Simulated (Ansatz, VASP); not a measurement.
**Two plane-wave programs on PbO**

INCAR

```
SYSTEM = PbO
PREC = Accurate
ENCUT = 520
EDIFF = 1E-6
ISMEAR = 0
SIGMA = 0.01
LREAL = .False.
LASPH = .True.
NELM = 100
ALGO = Normal
ISIF = 2
LWAVE = .False.
LCHARG = .False.
NBANDS = 28
```

File KPOINTS:

```
regular mesh
0
Gamma
  12 12 6
  0 0 0
```

File POSCAR:

```
PbO
1.0
    4.2603256528      0.0000000000      0.0000000000
   -2.1301628264      3.6895502438      0.0000000000
    0.0000000000      0.0000000000      5.2767563486
Pb O
2 2
Direct
    0.3333333333      0.6666666667      0.2500000000
    0.6666666667      0.3333333333      0.7500000000
    0.6666666667      0.3333333333      0.2500000000
    0.3333333333      0.6666666667      0.7500000000
```

Input for Ansatz:

```yaml
crystal:
  lattice:
    - [4.2603256528, 0.0, 0.0]
    - [-2.1301628264, 3.6895502438, 0.0]
    - [0.0, 0.0, 5.2767563486]
  atoms:
    - { symbol: Pb, position: [0.3333333333, 0.6666666667, 0.25] }
    - { symbol: Pb, position: [0.6666666667, 0.3333333333, 0.75] }
    - { symbol: O, position: [0.6666666667, 0.3333333333, 0.25] }
    - { symbol: O, position: [0.3333333333, 0.6666666667, 0.75] }
kpoints:
  mp_grid: { grid: [12, 12, 6] }
  band_path:
    path:
      - [0.0, 0.0, 0.0]
      - [0.5, 0.0, 0.0]
      - [0.3333333333, 0.3333333333, 0.0]
      - [0.0, 0.0, 0.5]
      - [0.5, 0.0, 0.5]
      - [0.3333333333, 0.3333333333, 0.5]
    npoints: 1
hamiltonian:
  xc: lda
scf:
  occupations: { method: fixed }
  n_extra_bands: 5
output:
  forces: true
  stress: true
  eigenvalues: true
```

Alike in both runs: task single point; functional LDA; k mesh 12 × 12 × 6; no spin polarisation.

|  | VASP | Ansatz |
| --- | --- | --- |
| version | VASP 6.6.1 | Ansatz 0.2.0 |
| potentials or method | VASP PAW LDA potentials, release 64 (Pb_d, O) | plane waves, PAW |
| plane-wave cutoff (eV) | 520 | 420 |
| occupations | gaussian, width 0.01 eV | fixed |
| valence electrons in the cell | 40 | 40 |

|  | VASP | Ansatz | Ansatz less VASP |
| --- | --- | --- | --- |
| gap on the k mesh at the Fermi level (eV) | 1.20 | 1.23 | +0.025 |
| pressure (GPa) | -3.7 | -3.8 | -0.16 |
| traceless stress, the component that is largest in VASP (GPa) | -0.34 | -0.32 | +0.021 |

LDA's correlation is that of Perdew and Zunger in VASP and of Perdew and Wang (1992) in Ansatz.

Spin-orbit coupling is off throughout.
